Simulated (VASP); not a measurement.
Set up this calculation in VASP 6.6.1, as the native input.

```yaml
Task: single point
Functional: PBEsol
Potentials_or_basis: VASP PAW PBE potentials, release 64 (Cr_pv)
Cutoff: 520 eV
k_mesh: 20 × 20 × 20
Occupations: gaussian, width 0.1 eV
Spin: no spin polarisation
Dipole_correction: no
Further_INCAR_settings: ALGO = Normal; EDIFF = 1e-06; NBANDS = 12
```

The structure of Cr lies in POSCAR:

```
Cr
1.0
   -1.3483870362      1.3483870362      1.3483870362
    1.3483870362     -1.3483870362      1.3483870362
    1.3483870362      1.3483870362     -1.3483870362
Cr
1
Direct
    0.0000000000      0.0000000000      0.0000000000
```

This cell differs from its parent crystal: volume scaled by 0.88.

One way to write it, as run:

INCAR

```
SYSTEM = Cr
  ALGO = Normal
  EDIFF = 1E-6
  ENCUT = 520
  GGA = PS
  ISIF = 2
  ISMEAR = 0
  LASPH = .TRUE.
  LCHARG = .FALSE.
  LREAL = .FALSE.
  LWAVE = .FALSE.
  NBANDS = 12
  NELM = 60
  PREC = Accurate
  SIGMA = 0.1
```

KPOINTS

```
k-points
0
G
  20 20 20
  0 0 0
```

Potentials or basis: VASP PAW PBE potentials, release 64 (Cr_pv).

Command:

```sh
$ cat potpaw_PBE.64/Cr_pv/POTCAR > POTCAR
$ mpirun -np 1 vasp_std > vasp.out
```

Results of the run:

```
Pressure               : 46.5 GPa
Band gap on the k mesh : zero (band 6 reaches 16.43 eV, above the bottom of band 7 at 12.18 eV)
```

Caveat: the PAW data sets were made with another functional, which shifts forces and pressure a little; the run has no spin polarisation, though such a crystal can be magnetic.

Run time: 9 s on 1 thread of Intel(R) Xeon(R) 6975P-C (Granite Rapids), on a shared host, peak memory 0.14 GiB.
